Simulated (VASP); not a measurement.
# Li16C (a cell with a defect) in VASP: further runs

Runs on Li16C (a cell with a defect). Level: PBE+D3(BJ). Tasks: single point.

Program: VASP 6.6.1. These are calculated values, not measurements. Logs are shortened: lines on timing, memory, paths and dates and some standing lists are left out, and cuts for length are marked.

## 1. The cell of the first run

The cell holds a defect, 17 atoms: a = 6.980 Å, b = 6.980 Å, c = 6.980 Å, α = 90.00°, β = 90.00°, γ = 90.00°.

## 2. Single point, PBE+D3(BJ)

The input, INCAR:

```
SYSTEM = Li16C
PREC     = Accurate       ! precision mode
ENCUT    = 650            ! plane-wave cutoff, eV
EDIFF    = 1E-6           ! SCF threshold, eV
ISMEAR   = -1             ! smearing method
SIGMA    = 0.05           ! smearing width, eV
LREAL    = .FALSE.        ! projectors in reciprocal space
LASPH    = .TRUE.         ! aspherical terms in the spheres
NELM     = 120            ! most SCF steps
ALGO     = Normal         ! electronic algorithm
ISIF     = 2              ! what is computed and relaxed
LWAVE    = .FALSE.        ! write WAVECAR
LCHARG   = .FALSE.        ! write CHGCAR
GGA      = PE             ! functional
IVDW     = 12             ! dispersion correction
NBANDS   = 40             ! bands
GGA_COMPAT= .FALSE.
```

The input, KPOINTS:

```
Automatic mesh
0
G
  2 2 2
  0 0 0
```

The input, POSCAR:

```
Li16C
1.0
    6.9800000000      0.0000000000      0.0000000000
    0.0000000000      6.9800000000      0.0000000000
    0.0000000000      0.0000000000      6.9800000000
Li C
16 1
Direct
   -0.1152722063     -0.1007879656     -0.1239398281
    0.3621776504      0.3144842407      0.2300859599
    0.0760315186      0.6031232092      0.0792836676
   -0.2670773639      0.0351862464      0.2185243553
    0.0910744986     -0.0384527221      0.4499140401
    0.6330659026      0.6146131805     -0.0474498567
    0.6121203438      0.0182378223      0.5831088825
    0.8355873926      0.3136389685      0.3463896848
    0.1051719198      0.3370200573      0.5569054441
    0.3234240688      0.8561891117      0.1831232092
    0.2142836676      0.1577936963      0.8184240688
    0.6035243553      0.3929369628      0.5309169054
    0.7101575931      0.7260601719      0.3281948424
    0.8454584527      0.3077220630      0.8211747851
    0.2809455587      0.7065186246      0.7055300860
    0.9040257880      0.7501002865      0.6184670487
   -0.1178796562      0.1281232092      0.5781805158
```

Potentials or basis: VASP PAW PBE potentials, release 64 (Li_sv, C).

Run with:

```console
$ cat potpaw_PBE.64/Li_sv/POTCAR potpaw_PBE.64/C/POTCAR > POTCAR
$ mpirun -np 1 vasp_std > vasp.out
```

OUTCAR:

```text
SYSTEM = Li16C
   PREC = Accurate
   ENCUT = 650
   EDIFF = 1E-6
   ISMEAR = -1
   LREAL = .FALSE.
   LASPH = .TRUE.
   NELM = 120
   ISIF = 2
   GGA = PE
   IVDW = 12
 IVDW          = 12

 ion  position               nearest neighbor table
   1  0.885  0.899  0.876-  16 2.08
   2  0.362  0.314  0.230-
   3  0.076  0.603  0.079-  10 2.57
   4  0.733  0.035  0.219-   8 2.26  13 2.29
   5  0.091  0.962  0.450-  17 2.07  16 2.29  10 2.58
   6  0.633  0.615  0.953-
   7  0.612  0.018  0.583-  17 2.03
   8  0.836  0.314  0.346-  17 2.10  12 2.14   4 2.26   9 2.39
   9  0.105  0.337  0.557-  17 2.14  11 2.34   8 2.39  14 2.59
  10  0.323  0.856  0.183-   3 2.57   5 2.58
  11  0.214  0.158  0.818-   9 2.34
  12  0.604  0.393  0.531-   8 2.14
  13  0.710  0.726  0.328-   4 2.29  16 2.44
  14  0.845  0.308  0.821-  17 2.12   9 2.59
  15  0.281  0.707  0.706-
  16  0.904  0.750  0.618-   1 2.08   5 2.29  13 2.44
  17  0.882  0.128  0.578-   7 2.03   5 2.07   8 2.10  14 2.12   9 2.14

  LATTYP: Found a simple cubic cell.
 ALAT       =     6.9800000000

  Lattice vectors:

 A1 = (   6.9800000000,   0.0000000000,   0.0000000000)
 A2 = (   0.0000000000,   6.9800000000,   0.0000000000)
 A3 = (   0.0000000000,   0.0000000000,   6.9800000000)

Analysis of symmetry for initial positions (statically):
=====================================================================
 Subroutine PRICEL returns:
 Original cell was already a primitive cell.

 Routine SETGRP: Setting up the symmetry group for a
 simple cubic supercell.

 Subroutine GETGRP returns: Found  1 space group operations
 (whereof  1 operations were pure point group operations)
 out of a pool of 48 trial point group operations.

The static configuration has the point symmetry C_1 .

Analysis of symmetry for dynamics (positions and initial velocities):
=====================================================================
 Subroutine PRICEL returns:
 Original cell was already a primitive cell.

 Routine SETGRP: Setting up the symmetry group for a
 simple cubic supercell.

 Subroutine GETGRP returns: Found  1 space group operations
 (whereof  1 operations were pure point group operations)
 out of a pool of 48 trial point group operations.

The dynamic configuration has the point symmetry C_1 .

 Subroutine INISYM returns: Found  1 space group operations
 (whereof  1 operations are pure point group operations),
 and found     1 'primitive' translations

----------------------------------------------------------------------------------------

                                     Primitive cell

  volume of cell :     340.0684

  direct lattice vectors                    reciprocal lattice vectors
     6.980000000  0.000000000  0.000000000     0.143266476  0.000000000  0.000000000
     0.000000000  6.980000000  0.000000000     0.000000000  0.143266476  0.000000000
     0.000000000  0.000000000  6.980000000     0.000000000  0.000000000  0.143266476

  length of vectors
     6.980000000  6.980000000  6.980000000     0.143266476  0.143266476  0.143266476

  position of ions in fractional coordinates (direct lattice)
     0.884727794  0.899212034  0.876060172
     0.362177650  0.314484241  0.230085960
     0.076031519  0.603123209  0.079283668
     0.732922636  0.035186246  0.218524355
     0.091074499  0.961547278  0.449914040
     0.633065903  0.614613181  0.952550143
[... 9 lines left out ...]
     0.904025788  0.750100287  0.618467049
     0.882120344  0.128123209  0.578180516

  ion indices of the primitive-cell ions
   primitive index   ion index
                 1           1
                 2           2
                 3           3
                 4           4
                 5           5
                 6           6
[... 9 lines left out ...]
                16          16
                17          17

----------------------------------------------------------------------------------------

 KPOINTS: Automatic mesh

Automatic generation of k-mesh.
 Grid dimensions read from file:
 generate k-points for:    2    2    2

 Generating k-lattice:

  Cartesian coordinates                     Fractional coordinates (reciprocal lattice)
     0.071633238  0.000000000  0.000000000     0.500000000  0.000000000  0.000000000
     0.000000000  0.071633238  0.000000000     0.000000000  0.500000000  0.000000000
     0.000000000  0.000000000  0.071633238     0.000000000  0.000000000  0.500000000

  Length of vectors
     0.071633238  0.071633238  0.071633238

  Shift w.r.t. Gamma in fractional coordinates (k-lattice)
     0.000000000  0.000000000  0.000000000

 Subroutine IBZKPT returns following result:
 ===========================================

 Found      8 irreducible k-points:

 Following reciprocal coordinates:
            Coordinates               Weight
  0.000000  0.000000  0.000000      1.000000
  0.500000  0.000000  0.000000      1.000000
  0.000000  0.500000  0.000000      1.000000
  0.000000  0.000000  0.500000      1.000000
  0.500000  0.500000  0.000000      1.000000
  0.000000  0.500000  0.500000      1.000000
  0.500000  0.000000  0.500000      1.000000
  0.500000  0.500000  0.500000      1.000000
   k-points           NKPTS =      8   k-points in BZ     NKDIM =      8   number of bands    NBANDS=     40
   number of dos      NEDOS =    301   number of ions     NIONS =     17
   total plane-waves  NPLWV = 216000
   dimension x,y,z NGX =    60 NGY =   60 NGZ =   60
   dimension x,y,z NGXF=   120 NGYF=  120 NGZF=  120
   ions per type =              16   1
   NGX,Y,Z   is equivalent  to a cutoff of  14.29, 14.29, 14.29 a.u.
   NGXF,Y,Z  is equivalent  to a cutoff of  28.58, 28.58, 28.58 a.u.
 SYSTEM =  Li16C
   PREC   = accura    normal or accurate (medium, high low for compatibility)
   ISTART =      0    job   : 0-new  1-cont  2-samecut
   ICHARG =      2    charge: 1-file 2-atom 10-const
   ISPIN  =      1    spin polarized calculation?
   LNONCOLLINEAR =      F non collinear calculations
   LSORBIT =      F    spin-orbit coupling
   LASPH  =      T    aspherical Exc in radial PAW
   ENCUT  =  650.0 eV  47.77 Ry    6.91 a.u.  14.51 14.51 14.51*2*pi/ulx,y,z
   NELM   =    120;   NELMIN=  2; NELMDL= -5     # of ELM steps
   EDIFF  = 0.1E-05   stopping-criterion for ELM
   LREAL  =      F    real-space projection
[... 7 lines left out ...]
   TEBEG  =    0.0;   TEEND  =   0.0 temperature during run
   PSTRESS=    0.0 pullay stress
   NELECT =      52.0000    total number of electrons
   NUPDOWN=      -1.0000    fix difference up-down
   EMIN   =  10.00;   EMAX   =-10.00  energy-range for DOS
   EFERMI =   0.00;   METHOD = LEGACY
   ISMEAR =    -1;   SIGMA  =   0.05  broadening in eV -4-tet -1-fermi 0-gaus
   EFERMI_NEDOS =   21; number of points for ismear=-14 and -15
   IALGO  =     38    algorithm
   IMIX   =      4    mixing-type and parameters
     AMIX     =   0.40;   BMIX     =  1.00
     AMIX_MAG =   1.60;   BMIX_MAG =  1.00
  volume/ion in A,a.u.               =      20.00       134.99
  Fermi-wavevector in a.u.,A,eV,Ry     =   0.875428  1.654319 10.427158  0.766374
  Thomas-Fermi vector in A             =   1.995098
   LORBIT       =      0    0 simple, 1 ext, 2 COOP (PROOUT), +10 PAW based schemes
   GGA     = PE    functional components
   LHFCALC =     F    Hartree Fock is set to
   AEXX    =    0.0000 exact exchange contribution
   IVDW    =    12    specifies the selected vdW correction
   LEPSILON=     F    determine dielectric tensor
   LRPA    =     F    only Hartree local field effects (RPA)
 non-spin polarized calculation
  energy-cutoff  :      650.00
  volume of cell :      340.07
 maximum number of plane-waves:     12893
 NGX is ok and might be reduce to    60
   NGX = 29   NGY = 29   NGZ = 29

 number of electron      52.0000000 magnetization

 Free energy of the ion-electron system (eV)
  ---------------------------------------------------
  ext. energy  EPLUGINS =         0.00000000
  ---------------------------------------------------
  free energy    TOTEN  =       -34.94364146 eV

  energy without entropy =      -34.88301609  energy(sigma->0) =      -34.91332878

 E-fermi :   0.5513     XC(G=0):  -7.0025

 val. band max:        0.4971880176   @ k =   0.0000   0.5000   0.5000
 cond. band min:       0.5648543596   @ k =   0.0000   0.0000   0.0000
 fundamental gap:      0.0676663420
 Fermi energy:         0.5513015238

 k-point     1 :       0.0000    0.0000    0.0000
  band No.  band energies     occupation
      1     -46.6453      2.00000
      2     -46.5303      2.00000
      3     -46.4642      2.00000
      4     -46.4587      2.00000
      5     -46.3451      2.00000
      6     -46.3308      2.00000
[... 30 lines left out ...]
     37       3.6234      0.00000
     38       3.9699      0.00000

 k-point     2 :       0.5000    0.0000    0.0000
  band No.  band energies     occupation
      1     -46.6452      2.00000
      2     -46.5303      2.00000
      3     -46.4641      2.00000
      4     -46.4587      2.00000
      5     -46.3451      2.00000
      6     -46.3308      2.00000
[... 30 lines left out ...]
     37       3.8626      0.00000
     38       4.0944      0.00000

 k-point     3 :       0.0000    0.5000    0.0000
  band No.  band energies     occupation
      1     -46.6452      2.00000
      2     -46.5303      2.00000
      3     -46.4642      2.00000
      4     -46.4586      2.00000
      5     -46.3456      2.00000
      6     -46.3304      2.00000
[... 30 lines left out ...]
     37       3.9621      0.00000
[... 125 lines left out ...]
 k-point     7 :       0.5000    0.0000    0.5000
  band No.  band energies     occupation
      1     -46.6452      2.00000
      2     -46.5303      2.00000
      3     -46.4641      2.00000
      4     -46.4587      2.00000
      5     -46.3451      2.00000
      6     -46.3310      2.00000
[... 30 lines left out ...]
     37       3.8889      0.00000
     38       4.2493      0.00000

 k-point     8 :       0.5000    0.5000    0.5000
  band No.  band energies     occupation
      1     -46.6452      2.00000
      2     -46.5303      2.00000
      3     -46.4641      2.00000
      4     -46.4585      2.00000
      5     -46.3456      2.00000
      6     -46.3306      2.00000
[... 30 lines left out ...]
     37       3.6342      0.00000
     38       3.8932      0.00000
 [bands above 38 left out]

------------------------ aborting loop because EDIFF is reached ----------------------------------------

 Edisp (eV)   -2.75237

 E8    (eV) :    -1.1411

  FORCE on cell =-STRESS in cart. coord.  units (eV):
  Direction    XX          YY          ZZ          XY          YZ          ZX
  --------------------------------------------------------------------------------------
  -------------------------------------------------------------------------------------
  Total      -3.22037    -4.24946    -3.30222    -0.06015     1.26559    -1.89974
  in kB     -15.17225   -20.02065   -15.55788    -0.28337     5.96261    -8.95034
  external pressure =      -16.92 kB  Pullay stress =        0.00 kB

 VOLUME and BASIS-vectors are now :
 -----------------------------------------------------------------------------
  energy-cutoff  :      650.00
  volume of cell :      340.07
      direct lattice vectors                 reciprocal lattice vectors
     6.980000000  0.000000000  0.000000000     0.143266476  0.000000000  0.000000000
     0.000000000  6.980000000  0.000000000     0.000000000  0.143266476  0.000000000
     0.000000000  0.000000000  6.980000000     0.000000000  0.000000000  0.143266476

 POSITION                                       TOTAL-FORCE (eV/Angst)
 -----------------------------------------------------------------------------------
      6.17540      6.27650      6.11490         0.113680      1.014310      0.447954
      2.52800      2.19510      1.60600         0.061386     -0.067059     -0.265087
      0.53070      4.20980      0.55340        -0.459834     -0.307415     -0.028876
      5.11580      0.24560      1.52530         0.103376      0.280368     -0.262391
      0.63570      6.71160      3.14040        -0.063748      0.722006     -0.310305
      4.41880      4.29000      6.64880        -0.306051     -0.118468      0.124415
[... 9 lines left out ...]
      6.31010      5.23570      4.31690        -0.146332     -0.644473     -0.330157
      6.15720      0.89430      4.03570        -0.002642     -0.227325      0.122875
 -----------------------------------------------------------------------------------
    total drift:                               -0.000274      0.000561     -0.001700

  FREE ENERGIE OF THE ION-ELECTRON SYSTEM (eV)
  ---------------------------------------------------
  free  energy   TOTEN  =       -37.6960132037 eV

  energy  without entropy=      -37.6353878341  energy(sigma->0) =      -37.66570052
```

Wall time 6 min (1 thread of AMD EPYC 7R13, shared host); peak memory 0.5 GiB.

Results:

```yaml
Free_energy: -37.6960 eV
Pressure: -1.7 GPa
Largest_force: 1.115 eV/Å
Band_gap_on_the_k_mesh: zero (bands 26 and 27 overlap by 0.26 eV)
Dispersion_energy_per_atom: -0.162 eV
```

Forces on the atoms (eV/Å):
```
Li   0.114  1.014  0.448
Li   0.061 -0.067 -0.265
Li  -0.460 -0.307 -0.029
Li   0.103  0.280 -0.262
Li  -0.064  0.722 -0.310
Li  -0.306 -0.118  0.124
Li  -0.319 -0.044  0.336
Li   0.915  0.158 -0.442
Li  -0.013  0.454 -0.329
Li   0.368  0.127 -0.141
Li   0.123 -0.459  0.373
Li  -0.541  0.172  0.854
Li  -0.161 -0.684 -0.169
Li  -0.138 -0.176  0.026
Li   0.467 -0.199 -0.006
Li  -0.146 -0.644 -0.330
C   -0.003 -0.227  0.123
```

Caveat: the k points lie up to 0.45 Å⁻¹ apart; the atoms stand as in a frame of molecular dynamics.

(Continued in part 2 of 3.)

The gap in the log of VASP goes by the Fermi energy; the results here count the filled bands.